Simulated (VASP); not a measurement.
# Ag in VASP: notebook

The runs below take Ag through single point, with PBE.

All numbers are computed with VASP 6.6.1; they aren't measurements. Logs are shortened: lines on timing, memory, paths and dates and some standing lists are left out, and cuts for length are marked.

### 1 The cell of the first run

The structure is tetragonal, space group I4/mmm (No. 139). Conventional cell: a = 3.021 Å, b = 3.021 Å, c = 4.073 Å, α = 90.00°, β = 90.00°, γ = 90.00°. Ag (site symmetry 4/mmm) has 12 Ag at 2.95 to 3.02 Å within 3.9 Å.

### 2 Single point, PBE (biaxial strain in the a-b plane: +3.0 %)

File INCAR:

```
PREC = Accurate
ENCUT = 520
EDIFF = 1E-7
ISMEAR = 0
SIGMA = 0.1
LREAL = False
LASPH = True
NELM = 80
ALGO = Fast
ISIF = 2
LWAVE = False
LCHARG = True
GGA = PE
LELF = True
LVHAR = True
NBANDS = 18
```

File KPOINTS:

```
Automatic mesh
0
Gamma
  18 18 12
```

File POSCAR:

```
Ag
1.0
    2.1359615863      2.1359615863      0.0000000000
   -2.1359615863      2.1359615863      0.0000000000
    0.0000000000      0.0000000000      4.0728432577
Ag
2
Direct
    0.0000000000      0.0000000000      0.0000000000
    0.5000000000      0.5000000000      0.5000000000
```

Potentials or basis: VASP PAW PBE potentials, release 64 (Ag).

Run with:

```
> cat potpaw_PBE.64/Ag/POTCAR > POTCAR
> mpirun -np 1 vasp_std > vasp.out
```

OUTCAR:

```text
PREC = Accurate
   ENCUT = 520
   EDIFF = 1E-7
   ISMEAR = 0
   LREAL = False
   LASPH = True
   NELM = 80
   ISIF = 2
   GGA = PE

 ion  position               nearest neighbor table
   1  0.000  0.000  0.000-   2 2.95   2 2.95   2 2.95   2 2.95   2 2.95   2 2.95   2 2.95   2 2.95

   2  0.500  0.500  0.500-   1 2.95   1 2.95   1 2.95   1 2.95   1 2.95   1 2.95   1 2.95   1 2.95

  LATTYP: Found a simple tetragonal cell.
 ALAT       =     3.0207058441
 C/A-ratio  =     1.3483084643

  Lattice vectors:

 A1 = (   2.1359615863,   2.1359615863,   0.0000000000)
 A2 = (  -2.1359615863,   2.1359615863,   0.0000000000)
 A3 = (   0.0000000000,   0.0000000000,   4.0728432577)

Analysis of symmetry for initial positions (statically):
=====================================================================
 Subroutine PRICEL returns following result:

  LATTYP: Found a body centered tetragonal cell.
 ALAT       =     3.0207058441
 C/A-ratio  =     1.3483084643

  Lattice vectors:

 A1 = (   0.0000000000,  -2.1359615863,  -2.0364216288)
 A2 = (   0.0000000000,   2.1359615863,  -2.0364216288)
 A3 = (   2.1359615863,   0.0000000000,   2.0364216288)

   2 primitive cells build up your supercell.

 Routine SETGRP: Setting up the symmetry group for a
 simple tetragonal supercell.

 Subroutine GETGRP returns: Found 16 space group operations
 (whereof 16 operations were pure point group operations)
 out of a pool of 16 trial point group operations.

The static configuration has the point symmetry D_4h.

Analysis of symmetry for dynamics (positions and initial velocities):
=====================================================================
 Subroutine PRICEL returns following result:

  LATTYP: Found a body centered tetragonal cell.
 ALAT       =     3.0207058441
 C/A-ratio  =     1.3483084643

  Lattice vectors:

 A1 = (   0.0000000000,  -2.1359615863,  -2.0364216288)
 A2 = (   0.0000000000,   2.1359615863,  -2.0364216288)
 A3 = (   2.1359615863,   0.0000000000,   2.0364216288)

   2 primitive cells build up your supercell.

 Routine SETGRP: Setting up the symmetry group for a
 simple tetragonal supercell.

 Subroutine GETGRP returns: Found 16 space group operations
 (whereof 16 operations were pure point group operations)
 out of a pool of 16 trial point group operations.
[... 93 lines left out ...]
   ISPIN  =      1    spin polarized calculation?
   LNONCOLLINEAR =      F non collinear calculations
   LSORBIT =      F    spin-orbit coupling
   LASPH  =      T    aspherical Exc in radial PAW
   ENCUT  =  520.0 eV  38.22 Ry    6.18 a.u.   5.62  5.62  7.57*2*pi/ulx,y,z
   NELM   =     80;   NELMIN=  2; NELMDL= -5     # of ELM steps
   EDIFF  = 0.1E-06   stopping-criterion for ELM
   LREAL  =      F    real-space projection
   EDIFFG = 0.1E-05   stopping-criterion for IOM
   NSW    =      0    number of steps for IOM
   IBRION =     -1    ionic relax: 0-MD 1-quasi-New 2-CG
   NFREE  =      0    steps in history (QN), initial steepest desc. (CG)
   ISIF   =      2    stress and relaxation
   ISYM   =      2    0-nonsym 1-usesym 2-fastsym
   POTIM  = 0.5000    time-step for ionic-motion
   TEBEG  =    0.0;   TEEND  =   0.0 temperature during run
   PSTRESS=    0.0 pullay stress
   NELECT =      22.0000    total number of electrons
   NUPDOWN=      -1.0000    fix difference up-down
   EMIN   =  10.00;   EMAX   =-10.00  energy-range for DOS
   EFERMI =   0.00;   METHOD = LEGACY
   ISMEAR =     0;   SIGMA  =   0.10  broadening in eV -4-tet -1-fermi 0-gaus
   EFERMI_NEDOS =   21; number of points for ismear=-14 and -15
   IALGO  =     68    algorithm
   IMIX   =      4    mixing-type and parameters
     AMIX     =   0.40;   BMIX     =  1.00
     AMIX_MAG =   1.60;   BMIX_MAG =  1.00
  volume/ion in A,a.u.               =      18.58       125.40
  Fermi-wavevector in a.u.,A,eV,Ry     =   1.374604  2.597624 25.708692  1.889536
  Thomas-Fermi vector in A             =   2.500015
   LORBIT       =      0    0 simple, 1 ext, 2 COOP (PROOUT), +10 PAW based schemes
   GGA     = PE    functional components
   LHFCALC =     F    Hartree Fock is set to
   AEXX    =    0.0000 exact exchange contribution
   IVDW    =     0    specifies the selected vdW correction
   LEPSILON=     F    determine dielectric tensor
   LRPA    =     F    only Hartree local field effects (RPA)
 non-spin polarized calculation
 RMM-DIIS sequential band-by-band and
 Gauss-broadening in eV      SIGMA  =   0.10
  energy-cutoff  :      520.00
  volume of cell :       37.16
 maximum number of plane-waves:      1023
 NGX is ok and might be reduce to    24
   NGX = 11   NGY = 11   NGZ = 15

 number of electron      21.9999996 magnetization

 Free energy of the ion-electron system (eV)
  ---------------------------------------------------
  ext. energy  EPLUGINS =         0.00000000
  ---------------------------------------------------
  free energy    TOTEN  =        -5.41794983 eV

  energy without entropy =       -5.41489507  energy(sigma->0) =       -5.41642245

 E-fermi :   7.3333     XC(G=0): -11.7034

 val. band max:        7.3233985191   @ k =   0.5000   0.1111   0.3333
 cond. band min:       7.3335877984   @ k =   0.3889   0.0000   0.4167
 fundamental gap:      0.0101892793
 Fermi energy:         7.3333167372

 k-point     1 :       0.0000    0.0000    0.0000
  band No.  band energies     occupation
      1       0.1340      2.00000
      2       1.3851      2.00000
      3       1.4951      2.00000
      4       2.6989      2.00000
      5       2.6989      2.00000
      6       2.9475      2.00000
[... 481 lines left out ...]
      5       2.8455      2.00000
      6       2.9644      2.00000
[... 10 lines left out ...]
     17      20.0078      0.00000
     18      23.3749      0.00000

 [... further k-points ...]

------------------------ aborting loop because EDIFF is reached ----------------------------------------

  FORCE on cell =-STRESS in cart. coord.  units (eV):
  Direction    XX          YY          ZZ          XY          YZ          ZX
  --------------------------------------------------------------------------------------
  -------------------------------------------------------------------------------------
  Total       -0.8584933     -0.8584933     -0.5430416      0.0000000     -0.0000000      0.0000000
  in kB      -37.0111807    -37.0111807    -23.4114920      0.0000000     -0.0000000      0.0000000
  external PRESSURE =     -32.4779512 kB  Pullay stress =       0.0000000 kB

 VOLUME and BASIS-vectors are now :
 -----------------------------------------------------------------------------
  energy-cutoff  :      520.00
  volume of cell :       37.16
      direct lattice vectors                 reciprocal lattice vectors
     2.135961586  2.135961586  0.000000000     0.234086607  0.234086607  0.000000000
    -2.135961586  2.135961586  0.000000000    -0.234086607  0.234086607  0.000000000
     0.000000000  0.000000000  4.072843258     0.000000000  0.000000000  0.245528722

 POSITION                                       TOTAL-FORCE (eV/Angst)
 -----------------------------------------------------------------------------------
      0.00000      0.00000      0.00000        -0.000000      0.000000     -0.000000
      0.00000      2.13596      2.03642         0.000000     -0.000000      0.000000
 -----------------------------------------------------------------------------------
    total drift:                               -0.000000      0.000000     -0.000000

  FREE ENERGIE OF THE ION-ELECTRON SYSTEM (eV)
  ---------------------------------------------------
  free  energy   TOTEN  =        -5.4179498326 eV

  energy  without entropy=       -5.4148950654  energy(sigma->0) =       -5.41642245
```

Run time: 3.1 min. Hardware: 1 thread of Intel Xeon 8259CL, shared host; peak memory 0.31 GiB.

What came out:

```
Free energy            : -5.4179 eV
Pressure               : -3.2 GPa
Band gap on the k mesh : zero (bands 11 and 12 overlap by 9.03 eV)
```

Levels at points of the mesh, in eV from the Fermi level:
| k point | band 7 | band 8 | band 9 | band 10 | band 11 | band 12 | band 13 | band 14 | band 15 | band 16 |
| --- | --- | --- | --- | --- | --- | --- | --- | --- | --- | --- |
| (0.00, 0.00, 0.00) | -3.81 | -3.55 | -3.02 | -2.79 | -2.79 | 2.17 | 6.81 | 9.65 | 9.65 | 15.56 |
| (0.50, 0.00, 0.00) | -4.02 | -4.02 | -3.70 | -3.70 | -0.83 | -0.83 | 9.06 | 9.06 | 9.29 | 9.29 |
| (0.50, 0.50, 0.00) | -2.91 | -2.91 | -2.73 | -2.73 | 1.40 | 1.40 | 5.69 | 5.69 | 10.47 | 10.47 |
| (0.00, 0.00, 0.50) | -3.86 | -3.86 | -3.43 | -3.43 | -3.42 | -3.42 | 13.56 | 13.56 | 13.56 | 13.56 |
| (0.50, 0.00, 0.50) | -3.05 | -3.05 | -2.93 | -2.93 | -0.21 | -0.21 | 3.12 | 3.12 | 14.85 | 14.85 |
| (0.50, 0.50, 0.50) | -3.64 | -3.64 | -2.91 | -2.91 | 5.61 | 5.61 | 5.61 | 5.61 | 6.09 | 6.09 |

Caveat: the cell differs from its parent crystal (biaxial strain in the a-b plane: +3.0 %); the cell stands under tension.

### 3 Single point, PBE (biaxial strain in the a-b plane: +4.5 %)

File INCAR:

```
SYSTEM = Ag
ALGO = Fast
EDIFF = 1E-6
ENCUT = 520
GGA = PE
ISIF = 2
ISMEAR = 0
LASPH = .TRUE.
LCHARG = .FALSE.
LREAL = .FALSE.
LWAVE = .FALSE.
NBANDS = 18
NELM = 100
PREC = Accurate
SIGMA = 0.1
```

File KPOINTS:

```
k-points
0
G
  18 18 12
  0 0 0
```

File POSCAR:

```
Ag
1.0
    2.1670678230      2.1670678230      0.0000000000
   -2.1670678230      2.1670678230      0.0000000000
    0.0000000000      0.0000000000      4.0355157737
Ag
2
Direct
    0.0000000000      0.0000000000      0.0000000000
    0.5000000000      0.5000000000      0.5000000000
```

Potentials or basis: VASP PAW PBE potentials, release 64 (Ag).

Run with:

```
> cat potpaw_PBE.64/Ag/POTCAR > POTCAR
> mpirun -np 1 vasp_std > vasp.out
```

OUTCAR:

```text
SYSTEM = Ag
   EDIFF = 1E-6
   ENCUT = 520
   GGA = PE
   ISIF = 2
   ISMEAR = 0
   LASPH = .TRUE.
   LREAL = .FALSE.
   NELM = 100
   PREC = Accurate

 ion  position               nearest neighbor table
   1  0.000  0.000  0.000-   2 2.96   2 2.96   2 2.96   2 2.96   2 2.96   2 2.96   2 2.96   2 2.96

   2  0.500  0.500  0.500-   1 2.96   1 2.96   1 2.96   1 2.96   1 2.96   1 2.96   1 2.96   1 2.96

  LATTYP: Found a simple tetragonal cell.
 ALAT       =     3.0646967059
 C/A-ratio  =     1.3167749246

  Lattice vectors:

 A1 = (   2.1670678230,   2.1670678230,   0.0000000000)
 A2 = (  -2.1670678230,   2.1670678230,   0.0000000000)
 A3 = (   0.0000000000,   0.0000000000,   4.0355157737)

Analysis of symmetry for initial positions (statically):
=====================================================================
 Subroutine PRICEL returns following result:

  LATTYP: Found a body centered tetragonal cell.
 ALAT       =     3.0646967059
 C/A-ratio  =     1.3167749246

  Lattice vectors:

 A1 = (   0.0000000000,  -2.1670678230,  -2.0177578869)
 A2 = (   0.0000000000,   2.1670678230,  -2.0177578869)
 A3 = (   2.1670678230,   0.0000000000,   2.0177578869)

[... 181 lines left out ...]

 E-fermi :   7.0972     XC(G=0): -11.5896

 val. band max:        7.0948393457   @ k =   0.5000   0.1667   0.2500
 cond. band min:       7.1028480037   @ k =   0.5000   0.0556   0.5000
 fundamental gap:      0.0080086580
 Fermi energy:         7.0972016793

 k-point     1 :       0.0000    0.0000    0.0000
  band No.  band energies     occupation
      1       0.0223      2.00000
      2       1.2539      2.00000
      3       1.3556      2.00000
      4       2.4854      2.00000
      5       2.4854      2.00000
      6       2.8376      2.00000
[... 481 lines left out ...]
      5       2.6957      2.00000
      6       2.7890      2.00000
[... 10 lines left out ...]
     17      19.7600      0.00000
     18      22.7028      0.00000

 [... further k-points ...]

------------------------ aborting loop because EDIFF is reached ----------------------------------------

  FORCE on cell =-STRESS in cart. coord.  units (eV):
  Direction    XX          YY          ZZ          XY          YZ          ZX
  --------------------------------------------------------------------------------------
  -------------------------------------------------------------------------------------
  Total       -1.1880072     -1.1880072     -0.8394206      0.0000000      0.0000000     -0.0000000
  in kB      -50.2175604    -50.2175604    -35.4826602      0.0000000      0.0000000     -0.0000000
  external PRESSURE =     -45.3059270 kB  Pullay stress =       0.0000000 kB

 VOLUME and BASIS-vectors are now :
 -----------------------------------------------------------------------------
  energy-cutoff  :      520.00
  volume of cell :       37.90
      direct lattice vectors                 reciprocal lattice vectors
     2.167067823  2.167067823  0.000000000     0.230726512  0.230726512  0.000000000
    -2.167067823  2.167067823  0.000000000    -0.230726512  0.230726512  0.000000000
     0.000000000  0.000000000  4.035515774     0.000000000  0.000000000  0.247799800

 POSITION                                       TOTAL-FORCE (eV/Angst)
 -----------------------------------------------------------------------------------
      0.00000      0.00000      0.00000        -0.000000      0.000000     -0.000000
      0.00000      2.16707      2.01776         0.000000     -0.000000      0.000000
 -----------------------------------------------------------------------------------
    total drift:                               -0.000000      0.000000     -0.000000

  FREE ENERGIE OF THE ION-ELECTRON SYSTEM (eV)
  ---------------------------------------------------
  free  energy   TOTEN  =        -5.3946147510 eV

  energy  without entropy=       -5.3912048630  energy(sigma->0) =       -5.39290981
```

stdout:

```text
POSCAR found type information on POSCAR Ag
 POSCAR found :  1 types and       2 ions
 scaLAPACK will be used
 LDA part: xc-table for (Slater+PW92), standard interpolation
 POSCAR, INCAR and KPOINTS ok, starting setup
 FFT: planning ... GRIDC
 FFT: planning ... GRID_SOFT
 FFT: planning ... GRID
 WAVECAR not read
 entering main loop
```

Wall time 3.1 min (1 thread of Intel Xeon 8259CL, shared host); peak memory 0.32 GiB.

What came out:

* Free energy: -5.3946 eV
* Pressure: -4.5 GPa
* Band gap on the k mesh: zero (bands 11 and 12 overlap by 8.85 eV)

Stress tensor (GPa, compression positive):
```
-5.02  0.00  0.00
 0.00 -5.02  0.00
 0.00  0.00 -3.55
```

Levels at points of the mesh, in eV from the Fermi level:
| k point | band 7 | band 8 | band 9 | band 10 | band 11 | band 12 | band 13 | band 14 | band 15 | band 16 |
| --- | --- | --- | --- | --- | --- | --- | --- | --- | --- | --- |
| (0.00, 0.00, 0.00) | -3.85 | -3.48 | -3.02 | -2.80 | -2.80 | 2.45 | 7.04 | 9.29 | 9.29 | 15.04 |
| (0.50, 0.00, 0.00) | -4.00 | -4.00 | -3.70 | -3.70 | -0.93 | -0.93 | 9.12 | 9.12 | 9.43 | 9.43 |
| (0.50, 0.50, 0.00) | -2.96 | -2.96 | -2.71 | -2.71 | 1.29 | 1.29 | 5.37 | 5.37 | 10.52 | 10.52 |
| (0.00, 0.00, 0.50) | -3.86 | -3.86 | -3.44 | -3.44 | -3.30 | -3.30 | 13.25 | 13.25 | 13.25 | 13.25 |
| (0.50, 0.00, 0.50) | -3.08 | -3.08 | -2.90 | -2.90 | -0.16 | -0.16 | 3.03 | 3.03 | 14.64 | 14.64 |
| (0.50, 0.50, 0.50) | -3.61 | -3.61 | -2.96 | -2.96 | 5.55 | 5.55 | 5.55 | 5.55 | 5.83 | 5.83 |

Caveat: the cell differs from its parent crystal (biaxial strain in the a-b plane: +4.5 %); the cell stands under tension.

### 4 Single point, PBE (uniaxial strain along a: +4.5 %, then relaxed in part)

File INCAR:

```
ALGO = Fast ; EDIFF = 1E-6
ENCUT = 520 ; GGA = PE
ISIF = 2 ; ISMEAR = 0
LASPH = T ; LCHARG = F
LREAL = F ; LWAVE = F
NBANDS = 18 ; NELM = 100
PREC = Accurate ; SIGMA = 0.1
```

File KPOINTS:

```
k-points
0
Gamma
  18 18 12
```

File POSCAR:

```
Ag
1.0
    2.1670678230      2.1670678230      0.0000000000
   -2.0863816209      2.0863816209      0.0000000000
    0.0000000000      0.0000000000      3.9901233738
Ag
2
Direct
    0.0000000000      0.0000000000      0.0000000000
    0.5000000000      0.5000000000      0.5000000000
```

Run with:

```
> cat potpaw_PBE.64/Ag/POTCAR > POTCAR
> mpirun -np 1 vasp_std > vasp.out
```

Run time: 98 s. Hardware: 1 thread of Intel Xeon 6975P-C (Granite Rapids), shared host; peak memory 0.44 GiB.

It converged, with:

| Item | Value |
| --- | --- |
| Free energy | -5.4234 eV |
| Pressure | -0.8 GPa |
| Band gap on the k mesh | zero (bands 11 and 12 overlap by 9.05 eV) |

Stress tensor (GPa, compression positive):
```
-1.19 -1.15  0.00
-1.15 -1.19  0.00
 0.00  0.00 -0.03
```

Levels at points of the mesh, in eV from the Fermi level:
```tsv
k point	band 7	band 8	band 9	band 10	band 11	band 12	band 13	band 14	band 15	band 16
(0.00, 0.00, 0.00)	-3.90	-3.54	-3.02	-2.80	-2.77	2.36	7.32	8.99	10.27	15.15
(0.50, 0.00, 0.00)	-3.99	-3.99	-3.72	-3.72	-1.08	-1.08	9.20	9.20	9.57	9.57
(0.00, 0.50, 0.00)	-4.19	-4.19	-3.80	-3.80	-0.65	-0.65	9.60	9.60	9.81	9.81
(0.50, 0.50, 0.00)	-2.90	-2.90	-2.70	-2.70	1.29	1.29	5.79	5.79	10.73	10.73
(0.00, 0.00, 0.50)	-3.87	-3.87	-3.47	-3.47	-3.43	-3.43	13.14	13.14	14.36	14.36
(0.50, 0.00, 0.50)	-3.16	-3.16	-2.89	-2.89	-0.39	-0.39	3.06	3.06	15.15	15.15
(0.00, 0.50, 0.50)	-3.00	-3.00	-2.93	-2.93	-0.14	-0.14	3.52	3.52	14.57	14.57
(0.50, 0.50, 0.50)	-3.67	-3.67	-2.94	-2.94	5.62	5.62	5.86	5.86	6.22	6.22
```

Caveat: the cell differs from its parent crystal (uniaxial strain along a: +4.5 %, then relaxed in part).

### 5 Summary

```csv
cell,further INCAR settings,gap on the mesh (eV),pressure (GPa)
"a = 3.021, b = 3.021, c = 4.073 Å, 2 atoms",ALGO = Fast; EDIFF = 1e-07; NBANDS = 18,none,-3.2
"a = 3.065, b = 3.065, c = 4.036 Å, 2 atoms",ALGO = Fast; EDIFF = 1e-06; NBANDS = 18,none,-4.5
"a = 3.065, b = 2.951, c = 3.990 Å, 2 atoms",ALGO = Fast; EDIFF = 1e-06; NBANDS = 18,none,-0.8
```

Alike in all rows: task single point; level PBE; potentials or basis VASP PAW PBE potentials, release 64 (Ag); no spin polarisation; k mesh 18 × 18 × 12; cutoff (eV) 520; smearing gaussian 0.1 eV.

Caveats: the cell stands under tension (at least some runs).

Absolute energies hang on the potentials; compare differences alone.
